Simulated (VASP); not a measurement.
# In3Ga6BP10 (P1) in VASP: a series of runs

In3Ga6BP10 is run at these levels: PBE; tasks: single point.

Program: VASP 6.6.1. These are calculated values, not measurements. Logs are shortened: lines on timing, memory, paths and dates and some standing lists are left out, and cuts for length are marked.

## (1) The cell of the first run

The typed cell holds 20 atoms: a = 6.757 Å, b = 6.756 Å, c = 10.429 Å, α = 83.93°, β = 71.12°, γ = 70.85°.

## (2) Single point, PBE

INCAR

```
SYSTEM = In3Ga6BP10
PREC = Accurate
ENCUT = 520
EDIFF = 1E-6
ISMEAR = 0
SIGMA = 0.1
LREAL = Auto
LASPH = .TRUE.
NELM = 100
ALGO = Normal
ISIF = 2
LWAVE = .FALSE.
LCHARG = .FALSE.
GGA = PE
ISYM = 0
NBANDS = 101
```

KPOINTS

```
regular mesh
0
G
  3 3 2
  0 0 0
```

POSCAR

```
In3Ga6BP10
1.0
    2.7683909253      2.7703604984      5.5056189140
   -2.7702420253     -2.7679173854      5.5053209740
    8.3622776706     -5.5924463064      2.7501077777
B P Ga In
1 10 6 3
Direct
    0.1912499001      0.9924979442      0.6050542807
    0.5281878006      0.8802201923      0.5982174380
    0.4735727893      0.3682319013      0.7876650430
    0.9969421506      0.8801882829      0.7717183712
    0.3808473619      0.8950979390      0.9896753055
    0.8004181301      0.8963335658      0.1955950396
    0.6630254727      0.3703348931      0.4103890963
    0.1568902644      0.8761379682      0.4433951503
    0.0788675993      0.3238471378      0.6023018454
    0.9001639699      0.3719817307      0.9819036901
    0.2772945186      0.3926819990      0.2198575891
    0.1082743499      0.4963785131      0.7815043995
    0.6060407396      0.9990151735      0.7829214677
    0.0147461788      0.0022108322      0.9805561957
    0.2875157015      0.4963957484      0.4247035045
    0.7900779903      0.9997344342      0.4128620017
    0.6980578595      0.4964475489      0.5997391751
    0.3933607639      0.9991736288      0.2176763326
    0.5006321090      0.5012367114      0.9962399148
    0.8978225806      0.5032867583      0.2003424720
```

Potentials or basis: VASP PAW PBE potentials, release 64 (B, P, Ga_d, In_d).

Run with:

```sh
$ cat potpaw_PBE.64/B/POTCAR potpaw_PBE.64/P/POTCAR potpaw_PBE.64/Ga_d/POTCAR potpaw_PBE.64/In_d/POTCAR > POTCAR
$ mpirun -np 1 vasp_std > vasp.out
```

OUTCAR:

```text
SYSTEM = In3Ga6BP10
   PREC = Accurate
   ENCUT = 520
   EDIFF = 1E-6
   ISMEAR = 0
   LREAL = Auto
   LASPH = .TRUE.
   NELM = 100
   ISIF = 2
   GGA = PE
   ISYM = 0

 ion  position               nearest neighbor table
   1  0.191  0.992  0.605-   8 2.04   4 2.05   9 2.12   2 2.13
   2  0.528  0.880  0.598-   1 2.13  13 2.43  16 2.43  17 2.47
   3  0.474  0.368  0.788-  17 2.34  12 2.35  13 2.36  19 2.52
   4  0.997  0.880  0.772-   1 2.05  12 2.45  14 2.46  13 2.46
   5  0.381  0.895  0.990-  14 2.37  13 2.39  19 2.51  18 2.58
   6  0.800  0.896  0.196-  16 2.41  14 2.42  20 2.52  18 2.54
[... 9 lines left out ...]
  16  0.790  1.000  0.413-   7 2.37   6 2.41   2 2.43   8 2.46
  17  0.698  0.496  0.600-   3 2.34   7 2.34   9 2.46   2 2.47
  18  0.393  0.999  0.218-  11 2.51   6 2.54   5 2.58   8 2.61  20 3.89  20 3.95  19 4.02
  19  0.501  0.501  0.996-  10 2.51   5 2.51  11 2.52   3 2.52  20 3.93  20 3.93  18 4.02
  20  0.898  0.503  0.200-  11 2.49   6 2.52  10 2.52   7 2.53  18 3.89  19 3.93  19 3.93  18 3.95

IMPORTANT INFORMATION: All symmetrisations will be switched off!
NOSYMM: (Re-)initialisation of all symmetry stuff for point group C_1.

----------------------------------------------------------------------------------------

                                     Primitive cell

  volume of cell :     425.5346

  direct lattice vectors                    reciprocal lattice vectors
     2.768390925  2.770360498  5.505618914     0.054463581  0.126089585  0.090799948
    -2.770242025 -2.767917385  5.505320974    -0.090259791 -0.090300851  0.090823630
     8.362277671 -5.592446306  2.750107778     0.071652972 -0.071657567  0.000027945

  length of vectors
     6.756532042  6.756046666 10.429105250     0.164649615  0.156684414  0.101335858

  position of ions in fractional coordinates (direct lattice)
     0.191249900  0.992497944  0.605054281
     0.528187801  0.880220192  0.598217438
     0.473572789  0.368231901  0.787665043
     0.996942151  0.880188283  0.771718371
     0.380847362  0.895097939  0.989675306
     0.800418130  0.896333566  0.195595040
[... 12 lines left out ...]
     0.500632109  0.501236711  0.996239915
     0.897822581  0.503286758  0.200342472

  ion indices of the primitive-cell ions
   primitive index   ion index
                 1           1
                 2           2
                 3           3
                 4           4
                 5           5
                 6           6
[... 12 lines left out ...]
                19          19
                20          20

----------------------------------------------------------------------------------------

[... 62 lines left out ...]
   POTIM  = 0.5000    time-step for ionic-motion
   TEBEG  =    0.0;   TEEND  =   0.0 temperature during run
   PSTRESS=    0.0 pullay stress
   NELECT =     170.0000    total number of electrons
   NUPDOWN=      -1.0000    fix difference up-down
   EMIN   =  10.00;   EMAX   =-10.00  energy-range for DOS
   EFERMI =   0.00;   METHOD = LEGACY
   ISMEAR =     0;   SIGMA  =   0.10  broadening in eV -4-tet -1-fermi 0-gaus
   EFERMI_NEDOS =   21; number of points for ismear=-14 and -15
   IALGO  =     38    algorithm
   IMIX   =      4    mixing-type and parameters
     AMIX     =   0.40;   BMIX     =  1.00
     AMIX_MAG =   1.60;   BMIX_MAG =  1.00
  volume/ion in A,a.u.               =      21.28       143.58
  Fermi-wavevector in a.u.,A,eV,Ry     =   1.205719  2.278479 19.779588  1.453759
  Thomas-Fermi vector in A             =   2.341407
   LORBIT       =      0    0 simple, 1 ext, 2 COOP (PROOUT), +10 PAW based schemes
   GGA     = PE    functional components
   LHFCALC =     F    Hartree Fock is set to
   AEXX    =    0.0000 exact exchange contribution
   IVDW    =     0    specifies the selected vdW correction
   LEPSILON=     F    determine dielectric tensor
   LRPA    =     F    only Hartree local field effects (RPA)
 non-spin polarized calculation
 Gauss-broadening in eV      SIGMA  =   0.10
  energy-cutoff  :      520.00
  volume of cell :      425.53
 maximum number of plane-waves:     11484
 NGX is ok and might be reduce to    50
   NGX = 25   NGY = 25   NGZ = 39

 number of electron     169.9999970 magnetization

 Free energy of the ion-electron system (eV)
  ---------------------------------------------------
  ext. energy  EPLUGINS =         0.00000000
  ---------------------------------------------------
  free energy    TOTEN  =       -91.09522922 eV

  energy without entropy =      -91.09522922  energy(sigma->0) =      -91.09522922

 E-fermi :   5.4343     XC(G=0):  -9.6486

 val. band max:        4.9605766010   @ k =   0.0000   0.0000   0.0000
 cond. band min:       5.9264522259   @ k =   0.0000   0.0000   0.0000
 fundamental gap:      0.9658756249
 Fermi energy:         5.4342875981

 k-point     1 :       0.0000    0.0000    0.0000
  band No.  band energies     occupation
      1      -9.8239      2.00000
      2      -9.8084      2.00000
      3      -9.7955      2.00000
      4      -9.7896      2.00000
      5      -9.7798      2.00000
      6      -9.7760      2.00000
[... 989 lines left out ...]
     96       8.2496      0.00000
     97       8.3044      0.00000
 [bands above 97 left out]

------------------------ aborting loop because EDIFF is reached ----------------------------------------

  FORCE on cell =-STRESS in cart. coord.  units (eV):
  Direction    XX          YY          ZZ          XY          YZ          ZX
  --------------------------------------------------------------------------------------
  -------------------------------------------------------------------------------------
  Total       -0.0721813     -0.0832332     -0.0718108      0.0036581      0.0130884      0.0081026
  in kB       -0.2717693     -0.3133807     -0.2703743      0.0137731      0.0492792      0.0305072
  external PRESSURE =      -0.2851747 kB  Pullay stress =       0.0000000 kB

 VOLUME and BASIS-vectors are now :
 -----------------------------------------------------------------------------
  energy-cutoff  :      520.00
  volume of cell :      425.53
      direct lattice vectors                 reciprocal lattice vectors
     2.768390925  2.770360498  5.505618914     0.054463581  0.126089585  0.090799948
    -2.770242025 -2.767917385  5.505320974    -0.090259791 -0.090300851  0.090823630
     8.362277671 -5.592446306  2.750107778     0.071652972 -0.071657567  0.000027945

 POSITION                                       TOTAL-FORCE (eV/Angst)
 -----------------------------------------------------------------------------------
      2.83963     -5.60105      8.18093        -0.004067     -0.001176      0.006048
      4.02627     -4.31861      9.39906        -0.011068     -0.008654     -0.001963
      6.87762     -4.11224      6.80071        -0.003234     -0.001413      0.000511
      6.77491     -3.99019     12.45681        -0.004703      0.003754      0.003572
      6.85064     -6.95718      9.74632         0.001248      0.002010     -0.003837
      1.36843     -1.35739      9.87931         0.001318     -0.001617     -0.007192
[... 12 lines left out ...]
      8.32823     -5.57187      8.25553         0.013988      0.001595     -0.009756
      2.76662     -0.02617      8.26479        -0.002885      0.008164      0.000164
 -----------------------------------------------------------------------------------
    total drift:                                0.027115      0.009783     -0.016403

  FREE ENERGIE OF THE ION-ELECTRON SYSTEM (eV)
  ---------------------------------------------------
  free  energy   TOTEN  =       -91.0952292229 eV

  energy  without entropy=      -91.0952292229  energy(sigma->0) =      -91.09522922
```

stdout:

```text
POSCAR found type information on POSCAR B P GaIn
 POSCAR found :  4 types and      20 ions
 scaLAPACK will be used
 LDA part: xc-table for (Slater+PW92), standard interpolation
 POSCAR, INCAR and KPOINTS ok, starting setup
 FFT: planning ... GRIDC
 FFT: planning ... GRID_SOFT
 FFT: planning ... GRID
 WAVECAR not read
 entering main loop
```

Run time: 8.4 min. Hardware: 1 thread of AMD EPYC 9R45 (Zen 5), shared host; peak memory 0.58 GiB.

What came out:

- Free energy: -91.0952 eV
- Pressure: 0.0 GPa
- Largest force: 0.017 eV/Å
- Band gap on the k mesh: 0.97 eV

Forces in eV/Å, atoms in the order of the input:
```
B   -0.004 -0.001  0.006
P   -0.011 -0.009 -0.002
P   -0.003 -0.001  0.001
P   -0.005  0.004  0.004
P    0.001  0.002 -0.004
P    0.001 -0.002 -0.007
P    0.000 -0.004  0.004
P    0.003 -0.002  0.004
P    0.006  0.010  0.002
P   -0.001 -0.003 -0.003
P   -0.001  0.002  0.000
Ga   0.003  0.000  0.002
Ga  -0.003 -0.005  0.003
Ga   0.003 -0.003  0.003
Ga  -0.002  0.004  0.001
Ga  -0.005  0.000  0.002
Ga  -0.003 -0.001 -0.011
In   0.009  0.000  0.005
In   0.014  0.002 -0.010
In  -0.003  0.008  0.000
```

Levels at points of the mesh, in eV from the valence-band top:
| k point | band 83 | band 84 | band 85 | band 86 | band 87 | band 88 |
| --- | --- | --- | --- | --- | --- | --- |
| (0.00, 0.00, 0.00) | -0.14 | -0.13 | 0.00 | 0.97 | 1.24 | 1.53 |
| (0.00, 0.00, 0.50) | -0.85 | -0.41 | 0.00 | 1.09 | 1.30 | 1.53 |

Caveat: spin-orbit coupling is left out, which moves the levels of the heavy elements. A k mesh can miss the band edges.

(Continued in part 2 of 2.)
